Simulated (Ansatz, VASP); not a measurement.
Two plane-wave programs on Pt

INCAR

```
SYSTEM = Pt
  ALGO = Normal
  EDIFF = 1E-7
  EDIFFG = -0.01
  ENCUT = 600
  IBRION = 2
  ISIF = 3
  ISMEAR = -1
  LASPH = .True.
  LCHARG = .False.
  LREAL = .False.
  LWAVE = .False.
  NELM = 80
  NSW = 80
  PREC = Accurate
  SIGMA = 0.1
```

Contents of KPOINTS:

```
k-points
0
Gamma
  13 13 4
  0 0 0
```

Contents of POSCAR:

```
Pt
1.0
    2.7740467412      0.0000000000      0.0000000000
   -1.3870233706      2.4023949491      0.0000000000
    0.0000000000      0.0000000000      9.0600366567
Pt
4
Direct
    0.0000000000      0.0000000000      0.0000000000
    0.0000000000      0.0000000000      0.5000000000
    0.3333333333      0.6666666667      0.2500000000
    0.6666666667      0.3333333333      0.7500000000
```

Input for Ansatz:

```yaml
crystal:
  lattice:
    - [2.7740467412, 0.0, 0.0]
    - [-1.3870233706, 2.4023949491, 0.0]
    - [0.0, 0.0, 9.0600366567]
  atoms:
    - { symbol: Pt, position: [0.0, 0.0, 0.0] }
    - { symbol: Pt, position: [0.0, 0.0, 0.5] }
    - { symbol: Pt, position: [0.3333333333, 0.6666666667, 0.25] }
    - { symbol: Pt, position: [0.6666666667, 0.3333333333, 0.75] }
hamiltonian:
  xc: lda
  pseudopotentials:
    kind: paw
    azcp:
      Pt: "pseudopotentials/Pt.paw.azcp"
basis:
  ecutwfc: 420
  fft_grid_basis: typed
kpoints:
  mp_grid: { grid: [13, 13, 4], shift: [0, 0, 0] }
magnetization:
  spin_polarized: false
scf:
  occupations: { method: fermi_dirac, width: 0.1 }
relax:
  max_steps: 60
  f_tol: 0.01
  cell: {}
```

Alike in both runs: task relaxation of cell and atoms; functional LDA; k mesh 13 × 13 × 4; occupations fermi-dirac, width 0.1 eV; no spin polarisation.

|  | VASP | Ansatz |
| --- | --- | --- |
| version | VASP 6.6.1 | Ansatz 0.2.0 |
| potentials or method | VASP PAW LDA potentials, release 64 (Pt), cutoff 600 eV | plane waves (420 eV) with PAW, scalar-relativistic |
| valence electrons in the cell | 40 | 72 |

```tsv
	VASP	Ansatz	Ansatz less VASP
relaxed volume (Å³/atom)	14.86	14.82	-0.041
relaxed length of the cell vector where the two differ most in proportion (Å)	2.741	2.738	-0.0037
```

Ansatz warns that its potentials were made for another functional, while VASP's fit it. LDA's correlation is that of Perdew and Zunger in VASP and of Perdew and Wang (1992) in Ansatz. VASP's potentials hold 40 valence electrons a cell and Ansatz's 72, so a difference there can come from the potentials and not from the codes.

Neither program's run includes spin-orbit coupling. Noted on VASP's run: too few bands were computed for a metal, which touches its energy and stress.
